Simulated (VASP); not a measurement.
Zr3NbTe2:

```
CELL_PARAMETERS angstrom
5.99863 0.00000 0.00000
-2.99931 5.19496 0.00000
0.00000 0.00000 4.43048
ATOMIC_POSITIONS crystal
Zr 0.00000 0.50000 0.99502
Zr 0.50000 0.00000 0.99502
Zr 0.50000 0.50000 0.99502
Nb 0.00000 0.00000 0.19263
Te 0.66667 0.33333 0.49615
Te 0.33333 0.66667 0.49615
```

The cell was generated, and may not be a known phase.

- Program: VASP 6.6.1
- Task: relaxation of cell and atoms
- Functional: PBE
- Potentials or basis: VASP PAW PBE potentials, release 64 (Zr_sv, Nb_sv, Te)
- Cutoff: 600 eV
- k mesh: 3 × 3 × 4
- Occupations: gaussian, width 0.1 eV
- Spin: no spin polarisation

At the start: pressure 11.7 GPa; volume 23.01 Å³/atom.

Task: Where does the relaxation end?

Result: Over 16 steps the energy falls by 100.7 meV/atom and the volume is 25.69 Å³/atom (+11.6 %); space group P6mm (No. 183, to 0.1 Å) before and after.

Step by step:
```csv
step,energy change (eV),largest force (eV/Å),pressure (GPa),volume (Å³)
1,0.0000,0.4073,11.72,138.07
2,0.0090,0.4219,-8.01,174.39
3,-0.5696,0.0996,-0.44,154.48
4,-0.5698,0.0938,-0.25,154.14
5,-0.5697,0.0877,-0.07,153.81
6,-0.5810,0.1205,0.13,153.29
7,-0.5836,0.1436,0.30,152.88
8,-0.5852,0.1745,-0.22,153.88
9,-0.5852,0.1740,-0.22,153.86
10,-0.5870,0.1856,-0.23,153.96
11,-0.5928,0.1887,-0.28,154.23
12,-0.6012,0.0921,-0.41,154.79
13,-0.5885,0.2050,-0.63,155.92
14,-0.6021,0.0332,-0.46,155.02
15,-0.6030,0.0404,0.40,153.50
16,-0.6039,0.0102,0.04,154.13
```

Final structure:
```
Zr Nb Te
1.0
     6.12569    0.00000    0.00000
    -3.06285    5.30501    0.00000
     0.00000    0.00000    4.74281
Zr Nb Te
3 1 2
Direct
  0.00000 0.50000 0.00374
  0.50000 0.00000 0.00374
  0.50000 0.50000 0.00374
  0.00000 0.00000 0.16464
  0.66667 0.33333 0.49707
  0.33333 0.66667 0.49707
```

Caveat: the k points lie up to 0.39 Å⁻¹ apart in the final cell, too coarse for converged energies and pressures of a metal.
